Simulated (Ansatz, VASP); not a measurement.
## SnSe: VASP beside Ansatz

```xyz
2
Lattice="0.0000 2.9927 2.9927 2.9927 0.0000 2.9927 2.9927 2.9927 0.0000" Properties=species:S:1:pos:R:3 pbc="T T T"
Sn    0.0000    0.0000    0.0000
Se    2.9927    2.9927    2.9927
```

Alike in both runs: task single point; functional PBE; k mesh 10 × 10 × 10; occupations gaussian, width 0.02 eV; no spin polarisation.

|  | VASP | Ansatz |
| --- | --- | --- |
| version | VASP 6.6.1 | Ansatz 0.2.0 |
| potentials or method | VASP PAW PBE potentials, release 64 (Sn_d, Se), cutoff 520 eV | scalar-relativistic, plane waves, PAW |
| valence electrons in the cell | 20 | 30 |

```tsv
	VASP	Ansatz	Ansatz less VASP
gap on the k mesh at the Fermi level (eV)	0.52	0.52	0.000
least direct gap on the mesh (eV)	0.64	0.64	0.000
pressure (GPa)	2.0	2.0	0.00
```

With one functional, cell and mesh, what is left measures potentials, basis and numerics. VASP's potentials hold 20 valence electrons a cell and Ansatz's 30, so a difference there can come from the potentials and not from the codes.
